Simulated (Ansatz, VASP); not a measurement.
# Two plane-wave programs on MoS2

Contents of INCAR:

```
PREC = Accurate
ENCUT = 520
EDIFF = 1E-7
ISMEAR = 0
SIGMA = 0.05
LREAL = F
LASPH = T
NELM = 80
ALGO = Normal
ISIF = 2
LWAVE = F
LCHARG = F
LDIPOL = T
IDIPOL = 3
DIPOL = 0.5 0.5 0.500
GGA = PS
IBRION = 2
NSW = 80
EDIFFG = -0.02
```

Contents of KPOINTS:

```
Automatic mesh
0
Gamma
  9 9 1
```

The input POSCAR:

```
MoS2
1.0
    3.1431208302      0.0000000000      0.0000000000
   -1.5715604151      2.7220224861      0.0000000000
    0.0000000000      0.0000000000     24.3995989249
S Mo
4 2
Direct
    0.3333333333      0.6666666667      0.3073821018
    0.3333333333      0.6666666667      0.4351017530
    0.0000000000      0.0000000000      0.5648982470
    0.0000000000      0.0000000000      0.6926178982
    0.6666666667      0.3333333333      0.3712528671
    0.3333333333      0.6666666667      0.6287690123
```

Input for Ansatz:

```yaml
crystal:
  lattice:
    - [3.1431208302, 0.0, 0.0]
    - [-1.5715604151, 2.7220224861, 0.0]
    - [0.0, 0.0, 24.3995989249]
  atoms:
    - { symbol: S, position: [0.3333333333, 0.6666666667, 0.3073821018] }
    - { symbol: Mo, position: [0.6666666667, 0.3333333333, 0.3712528671] }
    - { symbol: S, position: [0.3333333333, 0.6666666667, 0.435101753] }
    - { symbol: S, position: [0.0, 0.0, 0.564898247] }
    - { symbol: Mo, position: [0.3333333333, 0.6666666667, 0.6287690123] }
    - { symbol: S, position: [0.0, 0.0, 0.6926178982] }
basis:
  ecutwfc: 420
kpoints:
  mp_grid: { grid: [9, 9, 1] }
hamiltonian:
  xc: pbesol
scf:
  occupations: { method: gaussian, width: 0.05 }
output:
  forces: true
  eigenvalues: true
relax:
  adjacent_minimum: "off"
  f_tol: 0.02
  max_steps: 60
efield:
  axis: 3
  dipole_correction: true
  ramp_width: 0.04
```

Alike in both runs: task relaxation of the atoms; functional PBEsol; k mesh 9 × 9 × 1; occupations gaussian, width 0.05 eV; no spin polarisation.

```csv
,VASP,Ansatz
version,VASP 6.6.1,Ansatz 0.2.0
potentials or method,"VASP PAW PBE potentials, release 64 (S, Mo_sv), cutoff 520 eV","scalar-relativistic, plane waves, PAW"
valence electrons in the cell,52,52
```

Ansatz gave:

- gap on the k mesh at the Fermi level, each at its own relaxed structure (eV): 1.38

Task: Estimate VASP's values.

Result: gap on the k mesh at the Fermi level, each at its own relaxed structure (eV): 1.40.

VASP's potentials were made for PBE, not for PBEsol.

Noted on VASP's run: the relaxation stopped at its first step, so nothing moved.
